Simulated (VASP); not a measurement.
Ru:

```
CELL_PARAMETERS angstrom
2.45904 0.00000 0.00000
0.00000 2.45904 0.00000
0.00000 0.00000 2.45904
ATOMIC_POSITIONS crystal
Ru 0.00000 0.00000 0.00000
```

* Program: VASP 6.6.1
* Task: relaxation of cell and atoms
* Functional: PBE
* Potentials or basis: VASP PAW PBE potentials, release 64 (Ru_pv)
* Cutoff: 600 eV
* k mesh: 15 × 15 × 15
* Occupations: fermi-dirac, width 0.1 eV
* Spin: no spin polarisation

At the start: pressure 16.5 GPa; volume 14.87 Å³/atom.

Q: How do energy, volume and symmetry change on relaxing?

A: Over 16 steps the energy falls by 47.7 meV/atom and the volume is 15.85 Å³/atom (+6.6 %); space group Pm-3m (No. 221, to 0.05 Å).

The path:
| step | energy change (eV) | largest force (eV/Å) | pressure (GPa) | volume (Å³) |
| --- | --- | --- | --- | --- |
| 1 | 0.0000 | 0.0000 | 16.53 | 14.87 |
| 2 | 0.1654 | 0.0000 | -22.91 | 18.42 |
| 3 | -0.0476 | 0.0000 | -0.77 | 15.91 |
| 4 | -0.0477 | 0.0000 | -0.06 | 15.86 |
| 5 | -0.0477 | 0.0000 | 0.22 | 15.84 |
| 6 | -0.0477 | 0.0000 | 0.24 | 15.84 |
| 7 | -0.0477 | 0.0000 | 0.19 | 15.84 |
| 8 | -0.0477 | 0.0000 | 0.18 | 15.84 |
| 9 | -0.0477 | 0.0000 | 0.18 | 15.84 |
| 10 | -0.0477 | 0.0000 | 0.18 | 15.84 |
| 11 | -0.0477 | 0.0000 | 0.19 | 15.84 |
| 12 | -0.0477 | 0.0000 | 0.19 | 15.84 |
| 13 | -0.0477 | 0.0000 | 0.20 | 15.84 |
| 14 | -0.0477 | 0.0000 | 0.15 | 15.84 |
| 15 | -0.0477 | 0.0000 | 0.11 | 15.85 |
| 16 | -0.0477 | 0.0000 | 0.04 | 15.85 |

Final structure:
```cif
data_structure
_symmetry_space_group_name_H-M 'P 1'
_symmetry_Int_Tables_number 1
_cell_length_a 2.5121
_cell_length_b 2.5121
_cell_length_c 2.5121
_cell_angle_alpha 90.000
_cell_angle_beta 90.000
_cell_angle_gamma 90.000
_cell_volume 15.85
loop_
_atom_site_label
_atom_site_type_symbol
_atom_site_fract_x
_atom_site_fract_y
_atom_site_fract_z
_atom_site_occupancy
Ru1 Ru 0.00000 0.00000 0.00000 1
```
